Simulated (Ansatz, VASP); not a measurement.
# Se: VASP beside Ansatz

INCAR

```
SYSTEM = Se
PREC = Accurate
ENCUT = 600
EDIFF = 1E-6
ISMEAR = 0
SIGMA = 0.1
LREAL = .FALSE.
LASPH = .TRUE.
NELM = 80
ALGO = Normal
ISIF = 3
LWAVE = .FALSE.
LCHARG = .FALSE.
GGA = PS
IBRION = 2
NSW = 90
EDIFFG = -0.04
```

Contents of KPOINTS:

```
regular mesh
0
G
  6 6 6
  0 0 0
```

POSCAR

```
Se
1.0
   -2.9168893579      2.9168893579      1.5912169889
    2.9168893579     -2.9168893579      1.5912169889
    2.9168893579      2.9168893579     -1.5912169889
Se
2
Direct
    0.0000000000      0.0000000000      0.0000000000
    0.7500000000      0.2500000000      0.5000000000
```

Input for Ansatz:

```yaml
crystal:
  lattice:
    - [-2.9168893579, 2.9168893579, 1.5912169889]
    - [2.9168893579, -2.9168893579, 1.5912169889]
    - [2.9168893579, 2.9168893579, -1.5912169889]
  atoms:
    - { symbol: Se, position: [0.0, 0.0, 0.0] }
    - { symbol: Se, position: [0.75, 0.25, 0.5] }
basis:
  ecutwfc: 420
kpoints:
  mp_grid: { grid: [6, 6, 6] }
hamiltonian:
  xc: pbesol
scf:
  occupations: { method: gaussian, width: 0.1 }
  lower_state_search: "off"
output:
  forces: true
  stress: true
  eigenvalues: true
relax:
  adjacent_minimum: "off"
  f_tol: 0.04
  max_steps: 70
  cell: { stress_tol: 0.4 }
```

Alike in both runs: task relaxation of cell and atoms; functional PBEsol; k mesh 6 × 6 × 6; occupations gaussian, width 0.1 eV; no spin polarisation.

|  | VASP | Ansatz |
| --- | --- | --- |
| version | VASP 6.6.1 | Ansatz 0.2.0 |
| potentials or method | VASP PAW PBE potentials, release 64 (Se), cutoff 600 eV | scalar-relativistic, plane waves, PAW |
| valence electrons in the cell | 12 | 32 |

```csv
,VASP,Ansatz,Ansatz less VASP
"gap on the k mesh at the Fermi level, each at its own relaxed structure (eV)",none,none,-
relaxed volume (Å³/atom),21.54,21.58,+0.043
relaxed cell length with the largest relative difference (Å),4.069,4.072,+0.0028
```

VASP's potentials were made for PBE, not for PBEsol. A gap of «none» marks a metal or a gap that the smearing closes. VASP's potentials hold 12 valence electrons a cell and Ansatz's 32, so a difference there can come from the potentials and not from the codes.

The k mesh is coarse, so the values compare programs but aren't converged. Noted on VASP's run: the volume moved by over 15 % at a fixed basis, so the end points are rough.
